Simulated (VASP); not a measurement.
Runs of VASP 6.6.1 on Sr. The structure is that of space group Fd-3m (No. 227), or close to it. The cells are those of the table. This isn't the form of Sr at room conditions, which is fcc.

```tsv
cell	gap on the mesh (eV)	pressure (GPa)
a = 6.681 Å, angles 60.0°, 2 atoms	none	-0.2
a = 6.424 Å, angles 60.0°, 2 atoms	none	0.1
a = 6.512 Å, angles 60.0°, 2 atoms	none	(b)
a = 6.240 Å, angles 60.0°, 2 atoms	none	(a)
a = 6.763 Å, angles 60.0°, 2 atoms	none	-0.3
a = 6.333 Å, angles 60.0°, 2 atoms	none	0.2
a = 6.598 Å, angles 60.0°, 2 atoms	none	-0.1
```

Alike in all rows: task single point; level LDA; potentials or basis VASP PAW LDA potentials, release 64 (Sr_sv); no spin polarisation; k mesh 7 × 7 × 7; cutoff (eV) 520; smearing fermi-dirac 0.1 eV.

Problem. Estimate the missing entries.

Solution. (a) 0.4; (b) 0.0.

A k mesh can miss the band edges, and the runs leave out spin-orbit coupling on Sr.

A gap of «none» marks levels without a gap at the run's occupations.
